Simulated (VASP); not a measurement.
# Cs2InAgCl6 (Fm-3m) in VASP: notebook, part 2 of 2

VASP 6.6.1.

### 3 Single point, LDA

This run uses another cell than the first one, of 29.40 Å³/atom.

Input file INCAR:

```
SYSTEM = Cs2InAgCl6
PREC = Accurate
ENCUT = 500
EDIFF = 1E-6
ISMEAR = 0
SIGMA = 0.01
LREAL = .False.
LASPH = .True.
NELM = 120
ALGO = Normal
ISIF = 2
LWAVE = .False.
LCHARG = .False.
NBANDS = 53
GGA_COMPAT = .False.
```

Input file KPOINTS:

```
regular mesh
0
Gamma
  4 4 4
  0 0 0
```

Input file POSCAR:

```
Cs2InAgCl6
1.0
    0.0000000000      5.2777622925      5.2777622925
    5.2777622925      0.0000000000      5.2777622925
    5.2777622925      5.2777622925      0.0000000000
Cs In Ag Cl
2 1 1 6
Direct
    0.2500000000      0.2500000000      0.2500000000
    0.7500000000      0.7500000000      0.7500000000
    0.0000000000      0.0000000000      0.0000000000
    0.5000000000      0.5000000000      0.5000000000
    0.7602100000      0.2397900000      0.2397900000
    0.2397900000      0.7602100000      0.2397900000
    0.2397900000      0.7602100000      0.7602100000
    0.7602100000      0.2397900000      0.7602100000
    0.2397900000      0.2397900000      0.7602100000
    0.7602100000      0.7602100000      0.2397900000
```

Potentials or basis: VASP PAW LDA potentials, release 64 (Cs_sv, In_d, Ag, Cl).

Started as:

```sh
$ cat potpaw_LDA.64/Cs_sv/POTCAR potpaw_LDA.64/In_d/POTCAR potpaw_LDA.64/Ag/POTCAR potpaw_LDA.64/Cl/POTCAR > POTCAR
$ mpirun -np 1 vasp_std > vasp.out
```

OUTCAR:

```text
SYSTEM = Cs2InAgCl6
   PREC = Accurate
   ENCUT = 500
   EDIFF = 1E-6
   ISMEAR = 0
   LREAL = .False.
   LASPH = .True.
   NELM = 120
   ISIF = 2

 ion  position               nearest neighbor table
   1  0.250  0.250  0.250-
   2  0.750  0.750  0.750-
   3  0.000  0.000  0.000-   5 2.53   6 2.53   7 2.53   8 2.53   9 2.53  10 2.53
   4  0.500  0.500  0.500-   5 2.75   6 2.75   7 2.75   8 2.75   9 2.75  10 2.75
   5  0.760  0.240  0.240-   3 2.53   4 2.75
   6  0.240  0.760  0.240-   3 2.53   4 2.75
   7  0.240  0.760  0.760-   3 2.53   4 2.75
   8  0.760  0.240  0.760-   3 2.53   4 2.75
   9  0.240  0.240  0.760-   3 2.53   4 2.75
  10  0.760  0.760  0.240-   3 2.53   4 2.75

  LATTYP: Found a face centered cubic cell.
 ALAT       =    10.5555245850

  Lattice vectors:

 A1 = (   0.0000000000,   5.2777622925,   5.2777622925)
 A2 = (   5.2777622925,   0.0000000000,   5.2777622925)
 A3 = (   5.2777622925,   5.2777622925,   0.0000000000)

Analysis of symmetry for initial positions (statically):
=====================================================================
 Subroutine PRICEL returns:
 Original cell was already a primitive cell.

 Routine SETGRP: Setting up the symmetry group for a
 face centered cubic supercell.

 Subroutine GETGRP returns: Found 48 space group operations
 (whereof 48 operations were pure point group operations)
 out of a pool of 48 trial point group operations.

The static configuration has the point symmetry O_h .

Analysis of symmetry for dynamics (positions and initial velocities):
=====================================================================
 Subroutine PRICEL returns:
 Original cell was already a primitive cell.

 Routine SETGRP: Setting up the symmetry group for a
 face centered cubic supercell.

 Subroutine GETGRP returns: Found 48 space group operations
[... 127 lines left out ...]
   GGA     = CA    functional components
   LHFCALC =     F    Hartree Fock is set to
   AEXX    =    0.0000 exact exchange contribution
   IVDW    =     0    specifies the selected vdW correction
   LEPSILON=     F    determine dielectric tensor
   LRPA    =     F    only Hartree local field effects (RPA)
 non-spin polarized calculation
 Gauss-broadening in eV      SIGMA  =   0.01
  energy-cutoff  :      500.00
  volume of cell :      294.02
 maximum number of plane-waves:      7523
   NGX = 27   NGY = 27   NGZ = 27

 number of electron      84.0000014 magnetization

 Free energy of the ion-electron system (eV)
  ---------------------------------------------------
  ext. energy  EPLUGINS =         0.00000000
  ---------------------------------------------------
  free energy    TOTEN  =       -36.45368936 eV

  energy without entropy =      -36.45368936  energy(sigma->0) =      -36.45368936

 E-fermi :   0.9499     XC(G=0):  -8.9289

 val. band max:        0.8718470279   @ k =   0.0000   0.0000   0.0000
 cond. band min:       1.7835024481   @ k =   0.0000   0.0000   0.0000
 fundamental gap:      0.9116554202
 Fermi energy:         0.9499070797

 k-point     1 :       0.0000    0.0000    0.0000
  band No.  band energies     occupation
      1     -18.6626      2.00000
      2     -18.6447      2.00000
      3     -13.4669      2.00000
      4     -13.4669      2.00000
      5     -13.2402      2.00000
      6     -12.6974      2.00000
[... 437 lines left out ...]
     52       8.1671      0.00000
     53       8.3347      0.00000

------------------------ aborting loop because EDIFF is reached ----------------------------------------

  FORCE on cell =-STRESS in cart. coord.  units (eV):
  Direction    XX          YY          ZZ          XY          YZ          ZX
  --------------------------------------------------------------------------------------
  -------------------------------------------------------------------------------------
  Total       -5.3175341     -5.3175341     -5.3175341      0.0000000      0.0000000     -0.0000000
  in kB      -28.9761976    -28.9761976    -28.9761976      0.0000000      0.0000000     -0.0000000
  external PRESSURE =     -28.9761976 kB  Pullay stress =       0.0000000 kB

 VOLUME and BASIS-vectors are now :
 -----------------------------------------------------------------------------
  energy-cutoff  :      500.00
  volume of cell :      294.02
      direct lattice vectors                 reciprocal lattice vectors
     0.000000000  5.277762293  5.277762293    -0.094737120  0.094737120  0.094737120
     5.277762293  0.000000000  5.277762293     0.094737120 -0.094737120  0.094737120
     5.277762293  5.277762293  0.000000000     0.094737120  0.094737120 -0.094737120

 POSITION                                       TOTAL-FORCE (eV/Angst)
 -----------------------------------------------------------------------------------
      2.63888      2.63888      2.63888         0.000000     -0.000000     -0.000000
      7.91664      7.91664      7.91664         0.000000     -0.000000     -0.000000
      0.00000      0.00000      0.00000         0.000000     -0.000000     -0.000000
      5.27776      5.27776      5.27776         0.000000     -0.000000     -0.000000
      2.53111      5.27776      5.27776         0.203819     -0.000000     -0.000000
      5.27776      2.53111      5.27776         0.000000      0.203819     -0.000000
      8.02442      5.27776      5.27776        -0.203819     -0.000000     -0.000000
      5.27776      8.02442      5.27776         0.000000     -0.203819     -0.000000
      5.27776      5.27776      2.53111         0.000000     -0.000000      0.203819
      5.27776      5.27776      8.02442         0.000000     -0.000000     -0.203819
 -----------------------------------------------------------------------------------
    total drift:                                0.000000      0.000000     -0.000000

  FREE ENERGIE OF THE ION-ELECTRON SYSTEM (eV)
  ---------------------------------------------------
  free  energy   TOTEN  =       -36.4536893583 eV

  energy  without entropy=      -36.4536893583  energy(sigma->0) =      -36.45368936
```

OSZICAR:

```text
N       E                     dE             d eps       ncg     rms          rms(c)
DAV:   1     0.717928418010E+03    0.71793E+03   -0.35340E+04   848   0.141E+03
DAV:   2     0.534460588582E+02   -0.66448E+03   -0.63244E+03  1013   0.316E+02
DAV:   3    -0.338399444445E+02   -0.87286E+02   -0.86375E+02   971   0.133E+02
DAV:   4    -0.377802775524E+02   -0.39403E+01   -0.39157E+01  1024   0.317E+01
DAV:   5    -0.379885258717E+02   -0.20825E+00   -0.20810E+00  1272   0.687E+00    0.101E+01
DAV:   6    -0.365932541429E+02    0.13953E+01   -0.32527E+00  1104   0.144E+01    0.704E+00
DAV:   7    -0.364665158568E+02    0.12674E+00   -0.10488E+00  1240   0.642E+00    0.312E+00
DAV:   8    -0.364554230612E+02    0.11093E-01   -0.12889E-01  1144   0.190E+00    0.778E-01
DAV:   9    -0.364535940783E+02    0.18290E-02   -0.72213E-03  1184   0.732E-01    0.200E-01
DAV:  10    -0.364536642219E+02   -0.70144E-04   -0.10796E-03  1176   0.173E-01    0.120E-01
DAV:  11    -0.364536880574E+02   -0.23836E-04   -0.87163E-05  1080   0.524E-02    0.234E-02
DAV:  12    -0.364536890167E+02   -0.95928E-06   -0.10028E-05   984   0.249E-02    0.105E-02
DAV:  13    -0.364536893583E+02   -0.34154E-06   -0.30392E-06   840   0.160E-02
   1 F= -.36453689E+02 E0= -.36453689E+02  d E =-.722395E-30
```

stdout:

```text
POSCAR found type information on POSCAR CsInAgCl
 POSCAR found :  4 types and      10 ions
 scaLAPACK will be used
 LDA part: xc-table for (Slater(with rela. corr.)+CA(PZ))
 , standard interpolation
 POSCAR, INCAR and KPOINTS ok, starting setup
 FFT: planning ... GRIDC
 FFT: planning ... GRID_SOFT
 FFT: planning ... GRID
 WAVECAR not read
 entering main loop
```

Run time: 84 s. Hardware: 1 thread of Intel Xeon 6975P-C (Granite Rapids), shared host; peak memory 0.38 GiB.

Results:

```yaml
Free_energy: -36.4537 eV
Pressure: -2.9 GPa
Largest_force: 0.204 eV/Å
Band_gap_on_the_k_mesh: 0.91 eV
```

Forces on the atoms (eV/Å):
```
Cs   0.000  0.000  0.000
Cs   0.000  0.000  0.000
In   0.000  0.000  0.000
Ag   0.000  0.000  0.000
Cl   0.204  0.000  0.000
Cl   0.000  0.204  0.000
Cl  -0.204  0.000  0.000
Cl   0.000 -0.204  0.000
Cl   0.000  0.000  0.204
Cl   0.000  0.000 -0.204
```

Caveat: spin-orbit coupling is left out, which moves the levels of the heavy elements.

### 4 Single point, LDA

This run uses another cell than the first one, of 30.12 Å³/atom.

Input file INCAR:

```
SYSTEM = Cs2InAgCl6
ALGO = Normal
EDIFF = 1E-6
ENCUT = 500
GGA = CA
GGA_COMPAT = .False.
ISIF = 2
ISMEAR = 0
LASPH = .True.
LCHARG = .False.
LREAL = .False.
LWAVE = .False.
NBANDS = 53
NELM = 120
PREC = Accurate
SIGMA = 0.01
```

Input file KPOINTS:

```
k-points
0
Gamma
  4 4 4
  0 0 0
```

Edit POSCAR of step 3 so:

```diff
@@ -2,5 +2,5 @@
 1.0
-    0.0000000000      5.2777622925      5.2777622925
-    5.2777622925      0.0000000000      5.2777622925
-    5.2777622925      5.2777622925      0.0000000000
+    0.0000000000      5.3203267297      5.3203267297
+    5.3203267297      0.0000000000      5.3203267297
+    5.3203267297      5.3203267297      0.0000000000
 Cs In Ag Cl
```

Started as:

```sh
$ cat potpaw_LDA.64/Cs_sv/POTCAR potpaw_LDA.64/In_d/POTCAR potpaw_LDA.64/Ag/POTCAR potpaw_LDA.64/Cl/POTCAR > POTCAR
$ mpirun -np 1 vasp_std > vasp.out
```

Run time: 80 s. Hardware: 1 thread of Intel Xeon 6975P-C (Granite Rapids), shared host; peak memory 0.4 GiB.

It converged, with:

| Quantity | Value |
| --- | --- |
| Free energy | -36.3130 eV |
| Pressure | -3.5 GPa |
| Largest force | 0.103 eV/Å |
| Band gap on the k mesh | 0.89 eV |

Forces on the atoms (eV/Å):
```
Cs   0.000  0.000  0.000
Cs   0.000  0.000  0.000
In   0.000  0.000  0.000
Ag   0.000  0.000  0.000
Cl   0.103  0.000  0.000
Cl   0.000  0.103  0.000
Cl  -0.103  0.000  0.000
Cl   0.000 -0.103  0.000
Cl   0.000  0.000  0.103
Cl   0.000  0.000 -0.103
```

Levels at points of the mesh, in eV from the valence-band top:
```
           k point  band 38  band 39  band 40  band 41  band 42  band 43  band 44  band 45  band 46  band 47
(0.00, 0.00, 0.00)    -0.74    -0.74    -0.74     0.00     0.00     0.89     4.91     5.09     5.09     5.09
(0.50, 0.00, 0.00)    -0.97    -0.95    -0.95    -0.51    -0.51     2.70     3.60     6.13     6.40     6.44
(0.50, 0.50, 0.00)    -1.29    -0.84    -0.84    -0.76     0.00     3.30     5.24     6.23     6.26     6.26
```

Caveat: the cell stands under tension; spin-orbit coupling is left out, which moves the levels of the heavy elements.

### 5 Overview

| cell | gap on the mesh (eV) | pressure (GPa) | largest force (eV/Å) |
| --- | --- | --- | --- |
| a = 7.403 Å, angles 60.0°, 10 atoms | 0.94 | -2.2 | 0.31 |
| a = 7.464 Å, angles 60.0°, 10 atoms | 0.91 | -2.9 | 0.20 |
| a = 7.524 Å, angles 60.0°, 10 atoms | 0.89 | -3.5 | 0.10 |

Alike in all rows: task single point; level LDA; potentials or basis VASP PAW LDA potentials, release 64 (Cs_sv, In_d, Ag, Cl); no spin polarisation; k mesh 4 × 4 × 4; cutoff (eV) 500; smearing gaussian 0.01 eV.

Caveats: spin-orbit coupling is left out, which moves the levels of the heavy elements; the cell stands under tension (at least some runs).

Absolute energies hang on the potentials; compare differences alone.
